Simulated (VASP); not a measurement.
## TaC: relaxation of the atoms with PBE

System: TaC, a slab with vacuum.

```
CELL_PARAMETERS angstrom
3.16449 0.00000 0.00000
-1.58224 2.74052 0.00000
0.00000 0.00000 24.04327
ATOMIC_POSITIONS crystal
C 0.33333 0.66667 0.31194
C 0.00000 0.00000 0.41940
C 0.66667 0.33333 0.52687
C 0.33333 0.66667 0.63433
Ta 0.66667 0.33333 0.36567
Ta 0.33333 0.66667 0.47313
Ta 0.00000 0.00000 0.58060
Ta 0.66667 0.33333 0.68806
```

```
Program                : VASP 6.6.1
Task                   : relaxation of the atoms
Functional             : PBE
Potentials or basis    : VASP PAW PBE potentials, release 64 (C, Ta_pv)
Cutoff                 : 520 eV
k mesh                 : 12 × 12 × 1
Occupations            : gaussian, width 0.1 eV
Spin                   : no spin polarisation
Dipole correction      : yes
Further INCAR settings : ALGO = Normal; EDIFF = 1e-07; NELMDL = -8; IBRION = 2; EDIFFG = -0.02; NSW = 80
```

- Energy gained by relaxing: 93.7 meV/atom
- Ionic steps: 12
- Largest force after relaxing: 0.020 eV/Å
- Band gap on the k mesh: zero (bands 30 and 31 overlap by 0.19 eV)

Forces in eV/Å, atoms in the order of the input:
```
C    0.000  0.000 -0.017
C    0.000  0.000  0.020
C    0.000  0.000  0.000
C    0.000  0.000 -0.016
Ta   0.000  0.000 -0.001
Ta   0.000  0.000  0.012
Ta   0.000  0.000  0.010
Ta   0.000  0.000 -0.009
```

The path:
```csv
step,energy change (eV),largest force (eV/Å),pressure (GPa)
1,0.0000,3.4921,-3.55
2,-0.7264,0.5398,-0.55
3,-0.7267,0.5513,-0.63
4,-0.7438,0.1892,-0.39
5,-0.7442,0.1358,-0.43
6,-0.7462,0.0893,-0.38
7,-0.7471,0.1660,-0.32
8,-0.7487,0.0916,-0.14
9,-0.7495,0.0841,0.08
10,-0.7495,0.0869,0.11
11,-0.7499,0.0326,0.17
12,-0.7499,0.0197,0.16
```

Final structure:
```cif
data_structure
_symmetry_space_group_name_H-M 'P 1'
_symmetry_Int_Tables_number 1
_cell_length_a 3.1645
_cell_length_b 3.1645
_cell_length_c 24.0433
_cell_angle_alpha 90.000
_cell_angle_beta 90.000
_cell_angle_gamma 120.000
_cell_volume 208.51
loop_
_atom_site_label
_atom_site_type_symbol
_atom_site_fract_x
_atom_site_fract_y
_atom_site_fract_z
_atom_site_occupancy
C1 C 0.33333 0.66667 0.31967 1
C2 C 0.00000 0.00000 0.42179 1
C3 C 0.66667 0.33333 0.52676 1
C4 C 0.33333 0.66667 0.63623 1
Ta1 Ta 0.66667 0.33333 0.36000 1
Ta2 Ta 0.33333 0.66667 0.47089 1
Ta3 Ta 0.00000 0.00000 0.58130 1
Ta4 Ta 0.66667 0.33333 0.68336 1
```

Levels at points of the mesh, in eV from the Fermi level:
```csv
k point,band 28,band 29,band 30,band 31,band 32,band 33
"(0.00, 0.00, 0.00)",-1.11,-0.69,-0.12,-0.12,0.56,0.69
"(0.50, 0.00, 0.00)",-0.78,-0.34,0.06,0.51,2.22,2.53
```

Run time: 48 min on 1 thread of Oxide Virtual Turin-like Processor (shared host), peak memory 0.36 GiB.

Caveat: spin-orbit coupling is left out, which moves the levels of the heavy elements.
